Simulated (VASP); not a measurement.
# SiNi (P2_13) in VASP: notebook

Runs on SiNi. Level: PBE. Tasks: single point.

All numbers are computed with VASP 6.6.1; they aren't measurements. Logs are shortened: lines on timing, memory, paths and dates and some standing lists are left out, and cuts for length are marked.

**1. The cell of the first run**

Symmetry: P2_13, No. 198, cubic system. The conventional cell has a = 4.520 Å, b = 4.520 Å, c = 4.520 Å, α = 90.00°, β = 90.00°, γ = 90.00°. Si (site symmetry 3) has 7 Ni at 2.37 to 2.45 Å and 6 Si at 2.79 Å within 3.1 Å. Ni (site symmetry 3) has 7 Si at 2.37 to 2.45 Å and 6 Ni at 2.78 Å within 3.1 Å.

**2. Single point, PBE**

Contents of INCAR:

```
SYSTEM = SiNi
  PREC = Accurate
  ENCUT = 520
  EDIFF = 1E-7
  ISMEAR = 0
  SIGMA = 0.1
  LREAL = .False.
  LASPH = .True.
  NELM = 60
  ALGO = Normal
  ISIF = 2
  LWAVE = .False.
  LCHARG = .False.
  GGA = PE
  NBANDS = 38
```

Contents of KPOINTS:

```
Automatic mesh
0
Gamma
  4 4 4
  0 0 0
```

Contents of POSCAR:

```
SiNi
1.0
    4.5202310466      0.0000000000      0.0000000000
    0.0000000000      4.5202310466      0.0000000000
    0.0000000000      0.0000000000      4.5202310466
Si Ni
4 4
Direct
    0.8463624098      0.8463624098      0.8463624098
    0.6536375902      0.1536375902      0.3463624098
    0.3463624098      0.6536375902      0.1536375902
    0.1536375902      0.3463624098      0.6536375902
    0.1489587222      0.1489587222      0.1489587222
    0.3510412778      0.8510412778      0.6489587222
    0.6489587222      0.3510412778      0.8510412778
    0.8510412778      0.6489587222      0.3510412778
```

Potentials or basis: VASP PAW PBE potentials, release 64 (Si, Ni).

Run with:

```
> cat potpaw_PBE.64/Si/POTCAR potpaw_PBE.64/Ni/POTCAR > POTCAR
> mpirun -np 1 vasp_std > vasp.out
```

OUTCAR:

```text
SYSTEM = SiNi
   PREC = Accurate
   ENCUT = 520
   EDIFF = 1E-7
   ISMEAR = 0
   LREAL = .False.
   LASPH = .True.
   NELM = 60
   ISIF = 2
   GGA = PE

 ion  position               nearest neighbor table
   1  0.846  0.846  0.846-   5 2.37   6 2.41   7 2.41   8 2.41   7 2.45   8 2.45   6 2.45   3 2.79
                             4 2.79   2 2.79   2 2.79   4 2.79   3 2.79
   2  0.654  0.154  0.346-   6 2.37   5 2.41   7 2.41   8 2.41   7 2.45   8 2.45   5 2.45   1 2.79
                             1 2.79   3 2.79   3 2.79   4 2.79   4 2.79
   3  0.346  0.654  0.154-   7 2.37   6 2.41   5 2.41   8 2.41   8 2.45   6 2.45   5 2.45   1 2.79
                             4 2.79   2 2.79   2 2.79   4 2.79   1 2.79
   4  0.154  0.346  0.654-   8 2.37   6 2.41   7 2.41   5 2.41   6 2.45   5 2.45   7 2.45   1 2.79
                             3 2.79   2 2.79   1 2.79   2 2.79   3 2.79
   5  0.149  0.149  0.149-   1 2.37   2 2.41   3 2.41   4 2.41   3 2.45   4 2.45   2 2.45   7 2.78
                             8 2.78   8 2.78   7 2.78   6 2.78   6 2.78
   6  0.351  0.851  0.649-   2 2.37   1 2.41   3 2.41   4 2.41   3 2.45   4 2.45   1 2.45   7 2.78
                             7 2.78   8 2.78   8 2.78   5 2.78   5 2.78
   7  0.649  0.351  0.851-   3 2.37   2 2.41   1 2.41   4 2.41   4 2.45   2 2.45   1 2.45   5 2.78
                             6 2.78   6 2.78   5 2.78   8 2.78   8 2.78
   8  0.851  0.649  0.351-   4 2.37   2 2.41   3 2.41   1 2.41   2 2.45   1 2.45   3 2.45   5 2.78
                             5 2.78   6 2.78   6 2.78   7 2.78   7 2.78

  LATTYP: Found a simple cubic cell.
 ALAT       =     4.5202310466

  Lattice vectors:

 A1 = (   4.5202310466,   0.0000000000,   0.0000000000)
 A2 = (   0.0000000000,   4.5202310466,   0.0000000000)
 A3 = (   0.0000000000,   0.0000000000,   4.5202310466)

Analysis of symmetry for initial positions (statically):
=====================================================================
 Subroutine PRICEL returns:
 Original cell was already a primitive cell.

 Routine SETGRP: Setting up the symmetry group for a
 simple cubic supercell.

 Subroutine GETGRP returns: Found 12 space group operations
 (whereof  3 operations were pure point group operations)
 out of a pool of 48 trial point group operations.

The static configuration has the point symmetry C_3 .
 The point group associated with its full space group is T   .

Analysis of symmetry for dynamics (positions and initial velocities):
=====================================================================
 Subroutine PRICEL returns:
 Original cell was already a primitive cell.

 Routine SETGRP: Setting up the symmetry group for a
 simple cubic supercell.

 Subroutine GETGRP returns: Found 12 space group operations
 (whereof  3 operations were pure point group operations)
 out of a pool of 48 trial point group operations.

The dynamic configuration has the point symmetry C_3 .
 The point group associated with its full space group is T   .

 Subroutine INISYM returns: Found 12 space group operations
 (whereof  3 operations are pure point group operations),
 and found     1 'primitive' translations

----------------------------------------------------------------------------------------

                                     Primitive cell

  volume of cell :      92.3596

  direct lattice vectors                    reciprocal lattice vectors
     4.520231047  0.000000000  0.000000000     0.221227630  0.000000000  0.000000000
     0.000000000  4.520231047  0.000000000     0.000000000  0.221227630  0.000000000
     0.000000000  0.000000000  4.520231047     0.000000000  0.000000000  0.221227630

  length of vectors
     4.520231047  4.520231047  4.520231047     0.221227630  0.221227630  0.221227630

  position of ions in fractional coordinates (direct lattice)
     0.846362410  0.846362410  0.846362410
     0.653637590  0.153637590  0.346362410
     0.346362410  0.653637590  0.153637590
     0.153637590  0.346362410  0.653637590
     0.148958722  0.148958722  0.148958722
     0.351041278  0.851041278  0.648958722
     0.648958722  0.351041278  0.851041278
     0.851041278  0.648958722  0.351041278

  ion indices of the primitive-cell ions
   primitive index   ion index
                 1           1
                 2           2
                 3           3
                 4           4
                 5           5
                 6           6
                 7           7
                 8           8

----------------------------------------------------------------------------------------

 KPOINTS: Automatic mesh

Automatic generation of k-mesh.
 Grid dimensions read from file:
 generate k-points for:    4    4    4

 Generating k-lattice:

  Cartesian coordinates                     Fractional coordinates (reciprocal lattice)
     0.055306907  0.000000000  0.000000000     0.250000000  0.000000000  0.000000000
     0.000000000  0.055306907  0.000000000     0.000000000  0.250000000  0.000000000
     0.000000000  0.000000000  0.055306907     0.000000000  0.000000000  0.250000000

  Length of vectors
     0.055306907  0.055306907  0.055306907

  Shift w.r.t. Gamma in fractional coordinates (k-lattice)
     0.000000000  0.000000000  0.000000000

 Subroutine IBZKPT returns following result:
 ===========================================

 Found     11 irreducible k-points:

 Following reciprocal coordinates:
            Coordinates               Weight
  0.000000  0.000000  0.000000      1.000000
  0.250000  0.000000  0.000000      6.000000
  0.500000  0.000000  0.000000      3.000000
  0.250000  0.250000  0.000000     12.000000
  0.500000  0.250000  0.000000      6.000000
 -0.250000  0.500000  0.000000      6.000000
  0.500000  0.500000  0.000000      3.000000
  0.250000  0.250000  0.250000      8.000000
  0.500000  0.250000  0.250000     12.000000
  0.500000  0.500000  0.250000      6.000000
  0.500000  0.500000  0.500000      1.000000
   k-points           NKPTS =     11   k-points in BZ     NKDIM =     11   number of bands    NBANDS=     38
   number of dos      NEDOS =    301   number of ions     NIONS =      8
   total plane-waves  NPLWV =  46656
   dimension x,y,z NGX =    36 NGY =   36 NGZ =   36
   dimension x,y,z NGXF=    72 NGYF=   72 NGZF=   72
   ions per type =               4   4
   NGX,Y,Z   is equivalent  to a cutoff of  13.24, 13.24, 13.24 a.u.
   NGXF,Y,Z  is equivalent  to a cutoff of  26.48, 26.48, 26.48 a.u.
 SYSTEM =  SiNi
   PREC   = accura    normal or accurate (medium, high low for compatibility)
   ISTART =      0    job   : 0-new  1-cont  2-samecut
   ICHARG =      2    charge: 1-file 2-atom 10-const
   ISPIN  =      1    spin polarized calculation?
   LNONCOLLINEAR =      F non collinear calculations
   LSORBIT =      F    spin-orbit coupling
   LASPH  =      T    aspherical Exc in radial PAW
   ENCUT  =  520.0 eV  38.22 Ry    6.18 a.u.   8.40  8.40  8.40*2*pi/ulx,y,z
   NELM   =     60;   NELMIN=  2; NELMDL= -5     # of ELM steps
   EDIFF  = 0.1E-06   stopping-criterion for ELM
   LREAL  =      F    real-space projection
   EDIFFG = 0.1E-05   stopping-criterion for IOM
   NSW    =      0    number of steps for IOM
   IBRION =     -1    ionic relax: 0-MD 1-quasi-New 2-CG
   NFREE  =      0    steps in history (QN), initial steepest desc. (CG)
   ISIF   =      2    stress and relaxation
   ISYM   =      2    0-nonsym 1-usesym 2-fastsym
   POTIM  = 0.5000    time-step for ionic-motion
   TEBEG  =    0.0;   TEEND  =   0.0 temperature during run
   PSTRESS=    0.0 pullay stress
   NELECT =      56.0000    total number of electrons
   NUPDOWN=      -1.0000    fix difference up-down
   EMIN   =  10.00;   EMAX   =-10.00  energy-range for DOS
   EFERMI =   0.00;   METHOD = LEGACY
   ISMEAR =     0;   SIGMA  =   0.10  broadening in eV -4-tet -1-fermi 0-gaus
   EFERMI_NEDOS =   21; number of points for ismear=-14 and -15
   IALGO  =     38    algorithm
   IMIX   =      4    mixing-type and parameters
     AMIX     =   0.40;   BMIX     =  1.00
     AMIX_MAG =   1.60;   BMIX_MAG =  1.00
  volume/ion in A,a.u.               =      11.54        77.91
  Fermi-wavevector in a.u.,A,eV,Ry     =   1.385618  2.618438 26.122335  1.919937
  Thomas-Fermi vector in A             =   2.510011
   LORBIT       =      0    0 simple, 1 ext, 2 COOP (PROOUT), +10 PAW based schemes
   GGA     = PE    functional components
   LHFCALC =     F    Hartree Fock is set to
   AEXX    =    0.0000 exact exchange contribution
   IVDW    =     0    specifies the selected vdW correction
   LEPSILON=     F    determine dielectric tensor
   LRPA    =     F    only Hartree local field effects (RPA)
 non-spin polarized calculation
 Gauss-broadening in eV      SIGMA  =   0.10
  energy-cutoff  :      520.00
  volume of cell :       92.36
 maximum number of plane-waves:      2517
 NGX is ok and might be reduce to    36
   NGX = 17   NGY = 17   NGZ = 17

 number of electron      56.0000006 magnetization

 Free energy of the ion-electron system (eV)
  ---------------------------------------------------
  ext. energy  EPLUGINS =         0.00000000
  ---------------------------------------------------
  free energy    TOTEN  =       -46.79249236 eV

  energy without entropy =      -46.76582039  energy(sigma->0) =      -46.77915638

 E-fermi :  11.7918     XC(G=0): -12.5104

 val. band max:       11.7807617384   @ k =   0.2500   0.2500   0.0000
 cond. band min:      11.8164072028   @ k =   0.2500   0.0000   0.0000
 fundamental gap:      0.0356454644
 Fermi energy:        11.7918341979

 k-point     1 :       0.0000    0.0000    0.0000
  band No.  band energies     occupation
      1      -2.3299      2.00000
      2       3.0292      2.00000
      3       3.0292      2.00000
      4       3.0292      2.00000
      5       5.5602      2.00000
      6       5.5602      2.00000
[... 30 lines left out ...]
     37      16.2922      0.00000
     38      16.2922      0.00000
[... 408 lines left out ...]
     37      18.2624      0.00000
     38      18.2624      0.00000

------------------------ aborting loop because EDIFF is reached ----------------------------------------

  FORCE on cell =-STRESS in cart. coord.  units (eV):
  Direction    XX          YY          ZZ          XY          YZ          ZX
  --------------------------------------------------------------------------------------
  -------------------------------------------------------------------------------------
  Total        0.0223521      0.0223521      0.0223521     -0.0000000     -0.0000000      0.0000000
  in kB        0.3877463      0.3877463      0.3877463     -0.0000000     -0.0000000      0.0000000
  external PRESSURE =       0.3877463 kB  Pullay stress =       0.0000000 kB

 VOLUME and BASIS-vectors are now :
 -----------------------------------------------------------------------------
  energy-cutoff  :      520.00
  volume of cell :       92.36
      direct lattice vectors                 reciprocal lattice vectors
     4.520231047  0.000000000  0.000000000     0.221227630  0.000000000  0.000000000
     0.000000000  4.520231047  0.000000000     0.000000000  0.221227630  0.000000000
     0.000000000  0.000000000  4.520231047     0.000000000  0.000000000  0.221227630

 POSITION                                       TOTAL-FORCE (eV/Angst)
 -----------------------------------------------------------------------------------
      3.82575      3.82575      3.82575         0.002340      0.002340      0.002340
      2.95459      0.69448      1.56564        -0.002340     -0.002340      0.002340
      1.56564      2.95459      0.69448         0.002340     -0.002340     -0.002340
      0.69448      1.56564      2.95459        -0.002340      0.002340     -0.002340
      0.67333      0.67333      0.67333        -0.001465     -0.001465     -0.001465
      1.58679      3.84690      2.93344         0.001465      0.001465     -0.001465
      2.93344      1.58679      3.84690        -0.001465      0.001465      0.001465
      3.84690      2.93344      1.58679         0.001465     -0.001465      0.001465
 -----------------------------------------------------------------------------------
    total drift:                                0.000000      0.000000     -0.000000

  FREE ENERGIE OF THE ION-ELECTRON SYSTEM (eV)
  ---------------------------------------------------
  free  energy   TOTEN  =       -46.7924923590 eV

  energy  without entropy=      -46.7658203936  energy(sigma->0) =      -46.77915638
```

It took 22 s on 1 thread of Intel Xeon 6975P-C (Granite Rapids), shared host; peak memory 0.21 GiB.

Results:

| Property | Result |
| --- | --- |
| Free energy | -46.7925 eV |
| Pressure | 0.0 GPa |
| Largest force | 0.004 eV/Å |
| Band gap on the k mesh | zero (bands 28 and 29 overlap by 1.16 eV) |

Forces in eV/Å, atoms in the order of the input:
```
Si   0.002  0.002  0.002
Si  -0.002 -0.002  0.002
Si   0.002 -0.002 -0.002
Si  -0.002  0.002 -0.002
Ni  -0.001 -0.001 -0.001
Ni   0.001  0.001 -0.001
Ni  -0.001  0.001  0.001
Ni   0.001 -0.001  0.001
```

Levels at points of the mesh, in eV from the Fermi level:
```csv
k point,band 25,band 26,band 27,band 28,band 29,band 30,band 31,band 32
"(0.00, 0.00, 0.00)",-1.62,-1.62,-1.62,0.90,0.90,0.90,1.33,1.33
"(0.50, 0.00, 0.00)",-1.99,-1.99,-0.64,-0.64,-0.26,-0.26,2.66,2.66
"(0.50, 0.50, 0.00)",-1.53,-1.53,-1.00,-1.00,0.27,0.27,0.81,0.81
"(0.50, 0.50, 0.50)",-1.78,-1.78,-1.78,-1.78,4.07,4.07,4.07,4.07
```

**3. Single point, PBE (10.15 Å³/atom)**

This run uses another cell than the first one, of 10.15 Å³/atom.

Contents of INCAR:

```
PREC = Accurate ; ENCUT = 520
EDIFF = 1E-7 ; ISMEAR = 0
SIGMA = 0.1 ; LREAL = False
LASPH = True ; NELM = 80
ALGO = Normal ; ISIF = 2
LWAVE = False ; LCHARG = True
GGA = PE ; LELF = True
LVHAR = True ; NBANDS = 38
```

Contents of KPOINTS:

```
regular mesh
0
Gamma
  8 8 8
```

Contents of POSCAR:

```
SiNi
1.0
    4.3301100582      0.0000000000      0.0000000000
    0.0000000000      4.3301100582      0.0000000000
    0.0000000000      0.0000000000      4.3301100582
Si Ni
4 4
Direct
    0.8471460058      0.8471460058      0.8471460058
    0.6528539942      0.1528539942      0.3471460058
    0.3471460058      0.6528539942      0.1528539942
    0.1528539942      0.3471460058      0.6528539942
    0.1504412526      0.1504412526      0.1504412526
    0.3495587474      0.8495587474      0.6504412526
    0.6504412526      0.3495587474      0.8495587474
    0.8495587474      0.6504412526      0.3495587474
```

Potentials or basis: VASP PAW PBE potentials, release 64 (Si, Ni).

Run with:

```
> cat potpaw_PBE.64/Si/POTCAR potpaw_PBE.64/Ni/POTCAR > POTCAR
> mpirun -np 1 vasp_std > vasp.out
```

Wall time 50 s (1 thread of Intel Xeon 6975P-C (Granite Rapids), shared host); peak memory 0.24 GiB.

It converged, with:

```
Free energy            : -45.8831 eV
Pressure               : 31.1 GPa
Largest force          : 0.003 eV/Å
Band gap on the k mesh : zero (bands 28 and 29 overlap by 1.39 eV)
```

Forces on the atoms (eV/Å):
```
Si   0.002  0.002  0.002
Si  -0.002 -0.002  0.002
Si   0.002 -0.002 -0.002
Si  -0.002  0.002 -0.002
Ni   0.000  0.000  0.000
Ni   0.000  0.000  0.000
Ni   0.000  0.000  0.000
Ni   0.000  0.000  0.000
```

Levels at points of the mesh, in eV from the Fermi level:
| k point | band 26 | band 27 | band 28 | band 29 | band 30 | band 31 |
| --- | --- | --- | --- | --- | --- | --- |
| (0.00, 0.00, 0.00) | -1.95 | -1.95 | 1.22 | 1.22 | 1.22 | 1.38 |
| (0.50, 0.00, 0.00) | -2.39 | -0.81 | -0.81 | -0.17 | -0.17 | 2.92 |
| (0.50, 0.50, 0.00) | -1.87 | -1.18 | -1.18 | 0.46 | 0.46 | 0.93 |
| (0.50, 0.50, 0.50) | -2.14 | -2.14 | -2.14 | 4.72 | 4.72 | 4.72 |

Caveat: the cell stands under pressure. Spin polarisation is off, so any magnetic state and its effect on volume and gap are missing.

[end of part 1 of 2]
